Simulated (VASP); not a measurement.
A run of VASP 6.6.1 is set up as follows.

Contents of INCAR:

```
PREC = Accurate ; ENCUT = 600
EDIFF = 1E-6 ; ISMEAR = 1
SIGMA = 0.05 ; LREAL = False
LASPH = True ; NELM = 120
ALGO = Normal ; ISIF = 2
LWAVE = False ; LCHARG = True
GGA = PS ; LELF = True
LVHAR = True ; NBANDS = 10
GGA_COMPAT = False
```

File KPOINTS:

```
Automatic mesh
0
Gamma
  12 12 12
```

File POSCAR:

```
Os
1.0
    0.0000000000      1.9450000000      1.9450000000
    1.9450000000      0.0000000000      1.9450000000
    1.9450000000      1.9450000000      0.0000000000
Os
1
Direct
    0.0000000000      0.0000000000      0.0000000000
```

Potentials or basis: VASP PAW PBE potentials, release 64 (Os).

Launch:

```console
$ cat potpaw_PBE.64/Os/POTCAR > POTCAR
$ mpirun -np 1 vasp_std > vasp.out
```

(1) What does it give for the band gap on the k mesh?

(2) What does it give for the pressure?

Results:

(1) zero (band 4 reaches 10.68 eV, above the bottom of band 5 at 7.15 eV).

(2) -20.4 GPa.

Caveat: the PAW data sets were made with another functional, which shifts forces and pressure a little; spin-orbit coupling is left out, which moves the levels of the heavy elements.
